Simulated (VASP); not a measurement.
Wanted: the native input for a VASP 6.6.1 run.

```
Task                               : relaxation of cell and atoms
Functional                         : PBE0
Potentials or basis                : VASP PAW PBE potentials, release 64 (In_d)
Cutoff                             : 600 eV
k mesh                             : 5 × 5 × 5
Occupations                        : fermi-dirac, width 0.05 eV
Spin                               : no spin polarisation
Dipole correction                  : no
Grid for exact exchange (PRECFOCK) : Normal
Further INCAR settings             : ALGO = Normal; EDIFF = 1e-06; IBRION = 2; EDIFFG = -0.01; NSW = 60; ISIF = 3
Share of exact exchange            : 0.25
```

The system is In.

```
In
1.0
    -1.88253    1.88253    1.88253
     1.88253   -1.88253    1.88253
     1.88253    1.88253   -1.88253
In
1
Direct
  0.00000 0.00000 0.00000
```

This isn't the form of In at room conditions, which is tetragonal.

The input as run:

POSCAR

```
In
1.0
   -1.8825252400      1.8825252400      1.8825252400
    1.8825252400     -1.8825252400      1.8825252400
    1.8825252400      1.8825252400     -1.8825252400
In
1
Direct
    0.0000000000      0.0000000000      0.0000000000
```

INCAR.step1

```
SYSTEM = In
ALGO     = Normal         ! electronic algorithm
EDIFF    = 1E-5           ! SCF threshold, eV
ENCUT    = 600            ! plane-wave cutoff, eV
GGA      = PE             ! functional
ISMEAR   = -1             ! smearing method
LASPH    = .True.         ! aspherical terms in the spheres
LCHARG   = .False.        ! write CHGCAR
LREAL    = .False.        ! projectors in reciprocal space
LWAVE    = .True.         ! write WAVECAR
NBANDS   = 12             ! bands
NELM     = 80             ! most SCF steps
PREC     = Accurate       ! precision mode
SIGMA    = 0.05           ! smearing width, eV
```

INCAR.step2

```
SYSTEM = In
AEXX     = 0.25           ! exact-exchange fraction
ALGO     = Normal         ! electronic algorithm
EDIFF    = 1E-6           ! SCF threshold, eV
EDIFFG   = -0.01          ! ionic threshold
ENCUT    = 600            ! plane-wave cutoff, eV
GGA      = PE             ! functional
IBRION   = 2              ! ionic algorithm
ISIF     = 3              ! what is computed and relaxed
ISMEAR   = -1             ! smearing method
ISTART   = 1            
LASPH    = .True.         ! aspherical terms in the spheres
LCHARG   = .False.        ! write CHGCAR
LHFCALC  = .True.         ! exact exchange
LREAL    = .False.        ! projectors in reciprocal space
LWAVE    = .False.        ! write WAVECAR
NELM     = 80             ! most SCF steps
NSW      = 60             ! ionic steps
PREC     = Accurate       ! precision mode
PRECFOCK = Normal       
SIGMA    = 0.05           ! smearing width, eV
```

KPOINTS

```
k-points
0
Gamma
  5 5 5
  0 0 0
```

Potentials or basis: VASP PAW PBE potentials, release 64 (In_d).

Run with:

```bash
$ cat potpaw_PBE.64/In_d/POTCAR > POTCAR
$ cp INCAR.step1 INCAR
$ mpirun -np 1 vasp_std > vasp.out
$ cp INCAR.step2 INCAR
$ mpirun -np 1 vasp_std > vasp.out
```

It gave:

The relaxed volume is 26.63 Å³/atom and the relaxed cell is a = 3.259 Å, b = 3.259 Å, c = 3.259 Å, α = 109.47°, β = 109.47°, γ = 109.47°. The space group after relaxing (to 0.1 Å) is Im-3m (No. 229) and the energy gained by relaxing is 0.0 meV/atom. The ionic steps are 3. The pressure after relaxing is 0.0 GPa. The band gap on the k mesh is zero (an odd number of electrons rules out a gap without spin polarisation).

Caveat: the k points lie up to 0.47 Å⁻¹ apart in the final cell, too coarse for converged energies and pressures of a metal; the PAW data sets were made with another functional, which shifts forces and pressure a little; spin-orbit coupling is left out, which moves the levels of the heavy elements.

Run time: 11 min on 1 thread of Intel(R) Xeon(R) Platinum 8259CL CPU @ 2.50GHz (Skylake/Cascade Lake), with other jobs on the host, peak memory 0.18 GiB.
